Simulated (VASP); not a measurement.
Input of a VASP 6.6.1 run:

The input INCAR:

```
SYSTEM = Ir
  ALGO = Normal
  EDIFF = 1E-6
  ENCUT = 520
  GGA = PS
  ISIF = 2
  ISMEAR = 0
  LASPH = .TRUE.
  LCHARG = .TRUE.
  LELF = .TRUE.
  LREAL = .FALSE.
  LVHAR = .TRUE.
  LWAVE = .FALSE.
  NBANDS = 16
  NELM = 60
  PREC = Accurate
  SIGMA = 0.1
```

KPOINTS

```
k-points
0
G
  18 18 10
  0 0 0
```

Contents of POSCAR:

```
Ir
1.0
    2.6624594891      0.0000000000      0.0000000000
   -1.3312297445      2.3057575541      0.0000000000
    0.0000000000      0.0000000000      4.3214845860
Ir
2
Direct
    0.6666666667      0.3333333333      0.7500000000
    0.3333333333      0.6666666667      0.2500000000
```

Potentials or basis: VASP PAW PBE potentials, release 64 (Ir).

The run is started by

```console
$ cat potpaw_PBE.64/Ir/POTCAR > POTCAR
$ mpirun -np 1 vasp_std > vasp.out
```

Estimate the band gap on the k mesh.

zero (band 9 reaches 12.66 eV, above the bottom of band 10 at 8.92 eV).

Estimate the pressure.

29.3 GPa.

Caveat: the PAW data sets were made with another functional, which shifts forces and pressure a little; spin-orbit coupling is left out, which moves the levels of the heavy elements.
